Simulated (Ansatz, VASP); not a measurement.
One calculation of Fe, two programs

The input INCAR:

```
ALGO = Normal
EDIFF = 1E-6
ENCUT = 600
GGA = PE
GGA_COMPAT = F
ISIF = 2
ISMEAR = -1
ISPIN = 2
LASPH = T
LCHARG = F
LMAXMIX = 4
LORBIT = 11
LREAL = F
LWAVE = F
MAGMOM = 2.23
NBANDS = 14
NELM = 200
PREC = Accurate
SIGMA = 0.1
```

Contents of KPOINTS:

```
k-points
0
Gamma
  8 8 8
```

The input POSCAR:

```
Fe
1.0
   -1.3789360000      1.3789360000      1.3789360000
    1.3789360000     -1.3789360000      1.3789360000
    1.3789360000      1.3789360000     -1.3789360000
Fe
1
Direct
    0.0000000000      0.0000000000      0.0000000000
```

Input for Ansatz:

```yaml
crystal:
  lattice:
    - [-1.378936, 1.378936, 1.378936]
    - [1.378936, -1.378936, 1.378936]
    - [1.378936, 1.378936, -1.378936]
  atoms:
    - { symbol: Fe, position: [0, 0, 0] }
kpoints:
  mp_grid: { grid: [8, 8, 8], shift: [0, 0, 0] }
hamiltonian:
  xc: pbe
  pseudopotentials: { kind: paw }
scf:
  occupations: { method: fermi_dirac }
magnetization:
  spin_polarized: true
```

Alike in both runs: task single point; functional PBE; k mesh 8 × 8 × 8; collinear spin.

|  | VASP | Ansatz |
| --- | --- | --- |
| version | VASP 6.6.1 | Ansatz 0.2 development build |
| potentials or method | VASP PAW PBE potentials, release 64 (Fe) | PAW hard, scalar-relativistic |
| plane-wave cutoff (eV) | 600 | 844 |
| occupations | fermi-dirac, width 0.1 eV | fermi-dirac |

|  | VASP | Ansatz | Ansatz less VASP |
| --- | --- | --- | --- |
| net moment per atom (μB) | 2.00 | 1.99 | -0.006 |
| size of the moment on the site where the two differ most (μB) | 1.98 | 2.03 | +0.050 |

Site moments also hang on the region over which each program counts them. Ansatz's warnings: negative dielectric reading.

The k mesh is coarse, so the values compare programs but aren't converged.
